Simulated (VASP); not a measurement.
Here is a VASP 6.6.1 calculation.

INCAR

```
  PREC = Accurate
  ENCUT = 520
  EDIFF = 1E-6
  ISMEAR = -1
  SIGMA = 0.36
  LREAL = Auto
  LASPH = T
  NELM = 80
  ALGO = Normal
  ISIF = 2
  LWAVE = F
  LCHARG = T
  GGA = PE
  LELF = T
  LVHAR = T
  NBANDS = 122
```

KPOINTS

```
Automatic mesh
0
Gamma
  2 2 1
```

POSCAR

```
MoS2
1.0
   -3.3002220000     -5.7161520000      0.0000000000
    4.9503330000     -2.8580760000      0.0000000000
    0.0000000000      0.0000000000     12.8865820000
Mo S
8 16
Direct
    0.6588853297      0.2578347478      0.3410757018
    0.3750231946      0.8871039175      0.7771572012
    0.3100739804      0.7989185721      0.2379762143
    0.0678980741      0.3985143460      0.7069291143
   -0.0013327004      0.4372234742      0.2709950552
   -0.2573973719      0.7550262842      0.7509671688
    0.9361678747      0.9430197556      0.2599060015
    0.6524013334      0.1820017428      0.8560299387
    0.2342525955      0.5184874572      0.5716023070
    0.6725452968      0.6769340132      0.2236357166
    0.5043939270      0.5550963813      0.8340768716
    0.6142471449      0.5281769814      0.4600211290
    0.0227906653      1.0483363958      0.6283434971
    0.8751670405      0.2534264908      0.1364908088
    0.3199485495      0.8829105521      1.0377926435
    0.2804255004      0.2015150104      0.2759537013
   -0.2351163333      0.4896163358      0.6062429898
    0.0470456635      0.7213173606      0.1080038136
   -0.0282618222      0.4806201345      0.8744211615
    0.1283177568      0.7032409908      0.3920589649
    0.5147351683      1.0872683366      0.6517476861
    1.2838488924      0.1663092885     -0.1047834096
    0.7094705774      0.8541264614      0.9633896715
    0.6667642057     -0.0402457975      0.4349485379
```

Potentials or basis: VASP PAW PBE potentials, release 64 (Mo_sv, S).

Launch:

```console
$ cat potpaw_PBE.64/Mo_sv/POTCAR potpaw_PBE.64/S/POTCAR > POTCAR
$ mpirun -np 1 vasp_std > vasp.out
```

(1) Predict the pressure.

(2) Predict the largest force.

(3) Estimate the band gap on the k mesh.

## Answers

(1) 4.6 GPa.

(2) 4.471 eV/Å.

(3) zero (filled and empty bands touch).

Caveat: the k points lie up to 0.55 Å⁻¹ apart; the atoms stand as in a frame of molecular dynamics; so wide a smearing shifts energies and pressures; forces of over 1 eV/Å act on the atoms, so gaps and moduli don't describe the material at rest.
